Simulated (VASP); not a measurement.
# TiSi16 (a cell with a defect) in VASP: single point with LDA

Aim: the single point of TiSi16 (a cell with a defect) with LDA.

All numbers are computed with VASP 6.6.1; they aren't measurements. Logs are shortened: lines on timing, memory, paths and dates and some standing lists are left out, and cuts for length are marked.

## (1) The cell of the first run

The cell holds a defect, 17 atoms: a = 7.679 Å, b = 7.679 Å, c = 7.679 Å, α = 60.00°, β = 60.00°, γ = 60.00°.

## (2) Single point, LDA

INCAR reads:

```
SYSTEM = TiSi16
ALGO = Normal
EDIFF = 1E-7
ENCUT = 520
GGA = CA
ISIF = 2
ISMEAR = -1
LASPH = .TRUE.
LCHARG = .FALSE.
LREAL = Auto
LWAVE = .FALSE.
NBANDS = 52
NELM = 100
PREC = Accurate
SIGMA = 0.02
```

KPOINTS reads:

```
k-points
0
G
  2 2 2
  0 0 0
```

POSCAR reads:

```
TiSi16
1.0
    0.0000000000      5.4300000000      5.4300000000
    5.4300000000      0.0000000000      5.4300000000
    5.4300000000      5.4300000000      0.0000000000
Si Ti
16 1
Direct
   -0.0120630176      0.0069037284     -0.0027448116
    0.1088818862      0.1402502299      0.1250543371
   -0.0120130219      0.0067607898      0.5071934972
    0.1238440591      0.1247703758      0.6252944992
   -0.0151463178      0.5046288549      0.0050214707
    0.1089589870      0.6247034283      0.1251453753
   -0.0120848293      0.4967441877      0.5073868104
    0.1089674564      0.6245822657      0.6406675632
    0.4897876729      0.0081591886      0.0006983692
    0.6139581824      0.1270522450      0.1307826788
    0.4950665976      0.0011134623      0.5015731864
    0.6139762389      0.1270369326      0.6275313425
    0.4898238455      0.5002175506      0.0006796932
    0.6210679568      0.6257179545      0.1262963942
    0.4898041053      0.5002024381      0.5086728668
    0.6139403733      0.6303261413      0.6275376482
    0.2362129252      0.7541279264      0.2545469790
```

Potentials or basis: VASP PAW LDA potentials, release 64 (Si, Ti_sv).

Command:

```
$ cat potpaw_LDA.64/Si/POTCAR potpaw_LDA.64/Ti_sv/POTCAR > POTCAR
$ mpirun -np 1 vasp_std > vasp.out
```

OUTCAR:

```text
SYSTEM = TiSi16
   EDIFF = 1E-7
   ENCUT = 520
   GGA = CA
   ISIF = 2
   ISMEAR = -1
   LASPH = .TRUE.
   LREAL = Auto
   NELM = 100
   PREC = Accurate

 ion  position               nearest neighbor table
   1  0.988  0.007  0.997-   4 2.33  10 2.35   2 2.40   6 2.40  17 2.75
   2  0.109  0.140  0.125-   5 2.28   9 2.39   1 2.40   3 2.40  17 2.42
   3  0.988  0.007  0.507-   4 2.33  12 2.35   2 2.40   8 2.40  17 2.74
   4  0.124  0.125  0.625-  11 2.33   1 2.33   3 2.33   7 2.33
   5  0.985  0.505  0.005-  14 2.28   6 2.28   8 2.28   2 2.28
   6  0.109  0.625  0.125-   5 2.28  13 2.39   1 2.40   7 2.40  17 2.42
   7  0.988  0.497  0.507-   4 2.33  16 2.35   8 2.40   6 2.40  17 2.75
   8  0.109  0.625  0.641-   5 2.28  15 2.39   7 2.40   3 2.40  17 2.42
   9  0.490  0.008  0.001-  10 2.34  12 2.34   2 2.39  14 2.40  17 2.76
  10  0.614  0.127  0.131-  11 2.33   9 2.34  13 2.34   1 2.35
  11  0.495  0.001  0.502-  16 2.33  10 2.33  12 2.33   4 2.33
  12  0.614  0.127  0.628-  11 2.33  15 2.34   9 2.34   3 2.35
  13  0.490  0.500  0.001-  16 2.34  10 2.34   6 2.39  14 2.40  17 2.76
  14  0.621  0.626  0.126-   5 2.28  13 2.40  15 2.40   9 2.40  17 2.41
  15  0.490  0.500  0.509-  16 2.34  12 2.34   8 2.39  14 2.40  17 2.76
  16  0.614  0.630  0.628-  11 2.33  15 2.34  13 2.34   7 2.35
  17  0.236  0.754  0.255-  14 2.41   6 2.42   8 2.42   2 2.42   3 2.74   1 2.75   7 2.75   9 2.76
                            15 2.76  13 2.76

  LATTYP: Found a face centered cubic cell.
 ALAT       =    10.8600000000

  Lattice vectors:

 A1 = (   0.0000000000,   5.4300000000,   5.4300000000)
 A2 = (   5.4300000000,   0.0000000000,   5.4300000000)
 A3 = (   5.4300000000,   5.4300000000,   0.0000000000)

Analysis of symmetry for initial positions (statically):
=====================================================================
 Subroutine PRICEL returns:
 Original cell was already a primitive cell.

 Routine SETGRP: Setting up the symmetry group for a
 face centered cubic supercell.

 Subroutine GETGRP returns: Found  1 space group operations
 (whereof  1 operations were pure point group operations)
 out of a pool of 48 trial point group operations.

The static configuration has the point symmetry C_1 .

Analysis of symmetry for dynamics (positions and initial velocities):
=====================================================================
 Subroutine PRICEL returns:
 Original cell was already a primitive cell.

 Routine SETGRP: Setting up the symmetry group for a
 face centered cubic supercell.

 Subroutine GETGRP returns: Found  1 space group operations
 (whereof  1 operations were pure point group operations)
 out of a pool of 48 trial point group operations.

The dynamic configuration has the point symmetry C_1 .

 Subroutine INISYM returns: Found  1 space group operations
 (whereof  1 operations are pure point group operations),
 and found     1 'primitive' translations

----------------------------------------------------------------------------------------

                                     Primitive cell

  volume of cell :     320.2060

  direct lattice vectors                    reciprocal lattice vectors
     0.000000000  5.430000000  5.430000000    -0.092081031  0.092081031  0.092081031
     5.430000000  0.000000000  5.430000000     0.092081031 -0.092081031  0.092081031
     5.430000000  5.430000000  0.000000000     0.092081031  0.092081031 -0.092081031

  length of vectors
     7.679179644  7.679179644  7.679179644     0.159489025  0.159489025  0.159489025

  position of ions in fractional coordinates (direct lattice)
     0.987936982  0.006903728  0.997255188
     0.108881886  0.140250230  0.125054337
     0.987986978  0.006760790  0.507193497
     0.123844059  0.124770376  0.625294499
     0.984853682  0.504628855  0.005021471
     0.108958987  0.624703428  0.125145375
[... 9 lines left out ...]
     0.613940373  0.630326141  0.627537648
     0.236212925  0.754127926  0.254546979

  ion indices of the primitive-cell ions
   primitive index   ion index
                 1           1
                 2           2
                 3           3
                 4           4
                 5           5
                 6           6
[... 9 lines left out ...]
                16          16
                17          17

----------------------------------------------------------------------------------------

 KPOINTS: k-points

Automatic generation of k-mesh.
 Grid dimensions read from file:
 generate k-points for:    2    2    2

 Generating k-lattice:

  Cartesian coordinates                     Fractional coordinates (reciprocal lattice)
    -0.046040516  0.046040516  0.046040516     0.500000000  0.000000000  0.000000000
     0.046040516 -0.046040516  0.046040516     0.000000000  0.500000000  0.000000000
     0.046040516  0.046040516 -0.046040516     0.000000000  0.000000000  0.500000000

  Length of vectors
     0.079744512  0.079744512  0.079744512

  Shift w.r.t. Gamma in fractional coordinates (k-lattice)
     0.000000000  0.000000000  0.000000000

 Subroutine IBZKPT returns following result:
 ===========================================

 Found      8 irreducible k-points:

 Following reciprocal coordinates:
            Coordinates               Weight
  0.000000  0.000000  0.000000      1.000000
  0.500000  0.000000  0.000000      1.000000
  0.000000  0.500000  0.000000      1.000000
  0.000000  0.000000  0.500000      1.000000
  0.500000  0.500000  0.500000      1.000000
  0.500000  0.500000  0.000000      1.000000
  0.000000  0.500000  0.500000      1.000000
  0.500000  0.000000  0.500000      1.000000
   k-points           NKPTS =      8   k-points in BZ     NKDIM =      8   number of bands    NBANDS=     52
   number of dos      NEDOS =    301   number of ions     NIONS =     17
   total plane-waves  NPLWV = 216000
   dimension x,y,z NGX =    60 NGY =   60 NGZ =   60
   dimension x,y,z NGXF=   120 NGYF=  120 NGZF=  120
   ions per type =              16   1
   NGX,Y,Z   is equivalent  to a cutoff of  12.99, 12.99, 12.99 a.u.
   NGXF,Y,Z  is equivalent  to a cutoff of  25.98, 25.98, 25.98 a.u.
 SYSTEM =  TiSi16
   PREC   = accura    normal or accurate (medium, high low for compatibility)
   ISTART =      0    job   : 0-new  1-cont  2-samecut
   ICHARG =      2    charge: 1-file 2-atom 10-const
   ISPIN  =      1    spin polarized calculation?
   LNONCOLLINEAR =      F non collinear calculations
   LSORBIT =      F    spin-orbit coupling
   LASPH  =      T    aspherical Exc in radial PAW
   ENCUT  =  520.0 eV  38.22 Ry    6.18 a.u.  14.28 14.28 14.28*2*pi/ulx,y,z
   NELM   =    100;   NELMIN=  2; NELMDL= -5     # of ELM steps
   EDIFF  = 0.1E-06   stopping-criterion for ELM
   LREAL  =      T    real-space projection
   EDIFFG = 0.1E-05   stopping-criterion for IOM
   NSW    =      0    number of steps for IOM
   IBRION =     -1    ionic relax: 0-MD 1-quasi-New 2-CG
   NFREE  =      0    steps in history (QN), initial steepest desc. (CG)
   ISIF   =      2    stress and relaxation
   ISYM   =      2    0-nonsym 1-usesym 2-fastsym
   POTIM  = 0.5000    time-step for ionic-motion
   TEBEG  =    0.0;   TEEND  =   0.0 temperature during run
   PSTRESS=    0.0 pullay stress
   NELECT =      76.0000    total number of electrons
   NUPDOWN=      -1.0000    fix difference up-down
   EMIN   =  10.00;   EMAX   =-10.00  energy-range for DOS
   EFERMI =   0.00;   METHOD = LEGACY
   ISMEAR =    -1;   SIGMA  =   0.02  broadening in eV -4-tet -1-fermi 0-gaus
   EFERMI_NEDOS =   21; number of points for ismear=-14 and -15
   IALGO  =     38    algorithm
   IMIX   =      4    mixing-type and parameters
     AMIX     =   0.40;   BMIX     =  1.00
     AMIX_MAG =   1.60;   BMIX_MAG =  1.00
  volume/ion in A,a.u.               =      18.84       127.11
  Fermi-wavevector in a.u.,A,eV,Ry     =   1.013607  1.915439 13.978610  1.027399
  Thomas-Fermi vector in A             =   2.146786
   LORBIT       =      0    0 simple, 1 ext, 2 COOP (PROOUT), +10 PAW based schemes
   GGA     = CA    functional components
   LHFCALC =     F    Hartree Fock is set to
   AEXX    =    0.0000 exact exchange contribution
   IVDW    =     0    specifies the selected vdW correction
   LEPSILON=     F    determine dielectric tensor
   LRPA    =     F    only Hartree local field effects (RPA)
 non-spin polarized calculation
  energy-cutoff  :      520.00
  volume of cell :      320.21
 maximum number of plane-waves:      8646
 NGX is ok and might be reduce to    60
   NGX = 29   NGY = 29   NGZ = 29

 number of electron      76.0000003 magnetization

 Free energy of the ion-electron system (eV)
  ---------------------------------------------------
  ext. energy  EPLUGINS =         0.00000000
  ---------------------------------------------------
  free energy    TOTEN  =      -102.03865473 eV

  energy without entropy =     -102.01435910  energy(sigma->0) =     -102.02650692

 E-fermi :   6.8134     XC(G=0):  -9.9273

 val. band max:        6.7810809059   @ k =   0.5000   0.5000   0.0000
 cond. band min:       6.8238790828   @ k =   0.5000   0.0000   0.0000
 fundamental gap:      0.0427981769
 Fermi energy:         6.8133524685

 k-point     1 :       0.0000    0.0000    0.0000
  band No.  band energies     occupation
      1     -49.2734      2.00000
      2     -26.0379      2.00000
      3     -26.0371      2.00000
      4     -26.0320      2.00000
      5      -5.7660      2.00000
      6      -3.5346      2.00000
[... 42 lines left out ...]
     49       8.0765      0.00000
     50       8.3774      0.00000

 k-point     2 :       0.5000    0.0000    0.0000
  band No.  band energies     occupation
      1     -49.2734      2.00000
      2     -26.0379      2.00000
      3     -26.0371      2.00000
      4     -26.0320      2.00000
      5      -5.0542      2.00000
      6      -4.8511      2.00000
[... 310 lines left out ...]
 k-point     8 :       0.5000    0.0000    0.5000
  band No.  band energies     occupation
      1     -49.2734      2.00000
      2     -26.0379      2.00000
      3     -26.0371      2.00000
      4     -26.0320      2.00000
      5      -4.7230      2.00000
      6      -4.6596      2.00000
[... 42 lines left out ...]
     49       9.7303      0.00000
     50      10.4234      0.00000
 [bands above 50 left out]

------------------------ aborting loop because EDIFF is reached ----------------------------------------

  FORCE on cell =-STRESS in cart. coord.  units (eV):
  Direction    XX          YY          ZZ          XY          YZ          ZX
  --------------------------------------------------------------------------------------
  -------------------------------------------------------------------------------------
  Total        0.2601222      0.2555914      0.2636540      0.1549026     -0.1546812      0.1543082
  in kB        1.3015432      1.2788730      1.3192145      0.7750680     -0.7739602      0.7720939
  external PRESSURE =       1.2998769 kB  Pullay stress =       0.0000000 kB

 VOLUME and BASIS-vectors are now :
 -----------------------------------------------------------------------------
  energy-cutoff  :      520.00
  volume of cell :      320.21
      direct lattice vectors                 reciprocal lattice vectors
     0.000000000  5.430000000  5.430000000    -0.092081031  0.092081031  0.092081031
     5.430000000  0.000000000  5.430000000     0.092081031 -0.092081031  0.092081031
     5.430000000  5.430000000  0.000000000     0.092081031  0.092081031 -0.092081031

 POSITION                                       TOTAL-FORCE (eV/Angst)
 -----------------------------------------------------------------------------------
      5.45258     10.77959      5.40199         0.037280      0.059651     -0.039578
      1.44060      1.27027      1.35279         0.037731     -0.039327      0.044479
      2.79077      8.11883      5.40148        -0.058328     -0.038655     -0.040215
      4.07285      4.06782      1.34998        -0.041426      0.044258      0.046642
      2.76740      5.37502      8.08789         0.002687     -0.004018     -0.005447
      4.07168      1.27119      3.98379        -0.038078     -0.037844     -0.038877
[... 9 lines left out ...]
      6.83020      6.74123      6.75637         0.019028     -0.018709      0.037132
      5.47710      2.66483      5.37755        -0.018684      0.023073      0.023572
 -----------------------------------------------------------------------------------
    total drift:                                0.011770      0.007824      0.020201

  FREE ENERGIE OF THE ION-ELECTRON SYSTEM (eV)
  ---------------------------------------------------
  free  energy   TOTEN  =      -102.0386547343 eV

  energy  without entropy=     -102.0143590959  energy(sigma->0) =     -102.02650692
```

Run time: 2.9 min. Hardware: 1 thread of Intel Xeon 6975P-C (Granite Rapids), shared host; peak memory 0.38 GiB.

Results:

- Free energy: -102.0387 eV
- Pressure: 0.1 GPa
- Largest force: 0.082 eV/Å
- Band gap on the k mesh: zero (bands 38 and 39 overlap by 0.39 eV)

Forces on the atoms (eV/Å):
```
Si   0.037  0.060 -0.040
Si   0.038 -0.039  0.044
Si  -0.058 -0.039 -0.040
Si  -0.041  0.044  0.047
Si   0.003 -0.004 -0.005
Si  -0.038 -0.038 -0.039
Si   0.037 -0.038  0.062
Si   0.039  0.041 -0.040
Si  -0.017  0.015 -0.044
Si   0.019  0.036 -0.019
Si   0.025 -0.026 -0.027
Si  -0.035 -0.019 -0.019
Si   0.042  0.016  0.015
Si  -0.032  0.031  0.030
Si  -0.017 -0.043  0.015
Si   0.019 -0.019  0.037
Ti  -0.019  0.023  0.024
```

Stress tensor (GPa, compression positive):
```
 0.13  0.08  0.08
 0.08  0.13 -0.08
 0.08 -0.08  0.13
```

Levels at points of the mesh, in eV from the Fermi level:
| k point | band 34 | band 35 | band 36 | band 37 | band 38 | band 39 | band 40 | band 41 |
| --- | --- | --- | --- | --- | --- | --- | --- | --- |
| (0.00, 0.00, 0.00) | -0.96 | -0.96 | -0.96 | -0.38 | -0.37 | -0.37 | -0.10 | -0.10 |
| (0.50, 0.00, 0.00) | -1.95 | -1.31 | -1.31 | -0.30 | 0.01 | 0.01 | 0.46 | 0.46 |
| (0.00, 0.50, 0.00) | -1.93 | -1.32 | -1.30 | -0.29 | 0.03 | 0.06 | 0.44 | 0.45 |
| (0.00, 0.00, 0.50) | -1.93 | -1.32 | -1.30 | -0.29 | 0.03 | 0.06 | 0.44 | 0.45 |
| (0.50, 0.50, 0.50) | -1.93 | -1.32 | -1.30 | -0.29 | 0.03 | 0.06 | 0.44 | 0.45 |
| (0.50, 0.50, 0.00) | -1.94 | -1.94 | -1.82 | -0.72 | -0.03 | 0.56 | 0.58 | 1.07 |
| (0.00, 0.50, 0.50) | -1.94 | -1.94 | -1.82 | -0.72 | -0.03 | 0.56 | 0.58 | 1.07 |
| (0.50, 0.00, 0.50) | -1.94 | -1.94 | -1.82 | -0.72 | -0.03 | 0.56 | 0.57 | 1.07 |

Caveat: the k points lie up to 0.50 Å⁻¹ apart.
